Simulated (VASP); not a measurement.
Runs of VASP 6.6.1 on Si2C3. The structure is that of space group P-6m2 (No. 187), or close to it. The cells are those of the table. 

```tsv
task	spin	cell	k mesh	cutoff (eV)	gap on the mesh (eV)	pressure (GPa)	relaxed volume (Å³/atom)	largest force (eV/Å)
single point	off	a = 2.774, b = 2.774, c = 13.978 Å, angles 90.0, 90.0, 120.0°, 10 atoms	6 × 6 × 1	520	none	0.0	-	(a)
single point	off	a = 2.709, b = 2.709, c = 21.659 Å, angles 90.0, 90.0, 120.0°, 10 atoms	6 × 6 × 1	520	none	-18.1	-	1.69
relaxation of cell and atoms	off	relaxed from a = 2.774, b = 2.774, c = 13.978 Å, angles 90.0, 90.0, 120.0°, 10 atoms	6 × 6 × 2	600	none	-0.1	9.29	0.03
relaxation of cell and atoms	off	relaxed from a = 2.709, b = 2.709, c = 21.659 Å, angles 90.0, 90.0, 120.0°, 10 atoms	6 × 6 × 1	600	none	0.5	9.84	0.03
single point	collinear, ferromagnetic start	a = 2.709, b = 2.709, c = 21.659 Å, angles 90.0, 90.0, 120.0°, 10 atoms	6 × 6 × 1	520	none	-18.1	-	1.69
```

Alike in all rows: level PBE; potentials or basis VASP PAW PBE potentials, release 64 (Si, C); smearing gaussian 0.1 eV.

Problem. Fill in the values left out.

Solution. (a) 0.06.

Caveats: all runs use coarse meshes; forces of over 1 eV/Å act on the atoms, so gaps and moduli don't describe the material at rest (some runs); the volume moved by over 15 % at a fixed basis, so the end points are rough (some runs).

A gap of «none» marks levels without a gap at the run's occupations.
